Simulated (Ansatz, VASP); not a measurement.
**HfN: VASP beside Ansatz**

```
Hf N
1.0
     0.00000    2.27398    2.27398
     2.27398    0.00000    2.27398
     2.27398    2.27398    0.00000
Hf N
1 1
Direct
  0.00000 0.00000 0.00000
  0.50000 0.50000 0.50000
```

Alike in both runs: functional PBE; k mesh 16 × 16 × 16; occupations fermi-dirac, width 0.08 eV; no spin polarisation.

Ansatz relaxed the structure, and its values are those at the end. VASP's run is a single point on that final structure, the one shown.

```csv
,VASP,Ansatz
version,VASP 6.6.1,Ansatz 0.2.0
potentials or method,"VASP PAW PBE potentials, release 64 (Hf_pv, N)","PAW with Ansatz's default frozen-core files, scalar-relativistic"
plane-wave cutoff (eV),520,420
valence electrons in the cell,15,31
```

Ansatz gave:

| Quantity | Value |
| --- | --- |
| pressure (GPa) | 0.0 |

Q: Which values does VASP return?

A: Pressure (GPa): -2.3.

VASP's potentials hold 15 valence electrons a cell and Ansatz's 31, so a difference there can come from the potentials and not from the codes.

Neither program's run includes spin-orbit coupling.
